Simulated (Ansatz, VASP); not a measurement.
## One calculation of SrBi2Pb2, two programs

Contents of INCAR:

```
  PREC = Accurate
  ENCUT = 520
  EDIFF = 1E-6
  ISMEAR = 0
  SIGMA = 0.1
  LREAL = F
  LASPH = T
  NELM = 100
  ALGO = Fast
  ISIF = 2
  LWAVE = F
  LCHARG = F
  GGA = PE
  NBANDS = 42
```

File KPOINTS:

```
Automatic mesh
0
Gamma
  6 6 2
```

Contents of POSCAR:

```
SrBi2Pb2
1.0
    3.9707574575      0.0000000000      0.0000000000
   -1.9853787288      3.4387768305      0.0000000000
    0.0000000000      0.0000000000     10.5131173876
Sr Pb Bi
1 2 2
Direct
    0.0000000000      0.0000000000      0.5000000000
    0.6666666667      0.3333333333      0.1938648700
    0.3333333333      0.6666666667      0.8061351300
    0.6666666667      0.3333333333      0.6723287300
    0.3333333333      0.6666666667      0.3276712700
```

Input for Ansatz:

```yaml
crystal:
  lattice:
    - [3.9707574575, 0.0, 0.0]
    - [-1.9853787288, 3.4387768305, 0.0]
    - [0.0, 0.0, 10.5131173876]
  atoms:
    - { symbol: Sr, position: [0.0, 0.0, 0.5] }
    - { symbol: Pb, position: [0.6666666667, 0.3333333333, 0.19386487] }
    - { symbol: Pb, position: [0.3333333333, 0.6666666667, 0.80613513] }
    - { symbol: Bi, position: [0.6666666667, 0.3333333333, 0.67232873] }
    - { symbol: Bi, position: [0.3333333333, 0.6666666667, 0.32767127] }
basis:
  ecutwfc: 420
kpoints:
  mp_grid: { grid: [6, 6, 2] }
hamiltonian:
  xc: pbe
scf:
  occupations: { method: gaussian, width: 0.1 }
output:
  forces: true
  stress: true
  eigenvalues: true
```

Alike in both runs: task single point; functional PBE; k mesh 6 × 6 × 2; occupations gaussian, width 0.1 eV; no spin polarisation.

|  | VASP | Ansatz |
| --- | --- | --- |
| version | VASP 6.6.1 | Ansatz 0.2.0 |
| potentials or method | VASP PAW PBE potentials, release 64 (Sr_sv, Pb_d, Bi_d), cutoff 520 eV | scalar-relativistic, plane waves, PAW |
| valence electrons in the cell | 68 | 68 |

Ansatz gave:

| Item | Value |
| --- | --- |
| pressure (GPa) | 32.9 |
| traceless stress, the component that is largest in VASP (GPa) | -5.36 |
| rms of the force components (eV/Å) | 1.916 |

Task: Estimate VASP's values.

Result: Pressure (GPa): 33.1; traceless stress, the component that is largest in VASP (GPa): -5.33; rms of the force components (eV/Å): 1.923.

Atom by atom the forces differ by 0.011 eV/Å (rms over components). Both programs put the cell under a high pressure, so it lies far from rest at this level. With one functional, cell and mesh, what is left measures potentials, basis and numerics.

Neither program's run includes spin-orbit coupling.
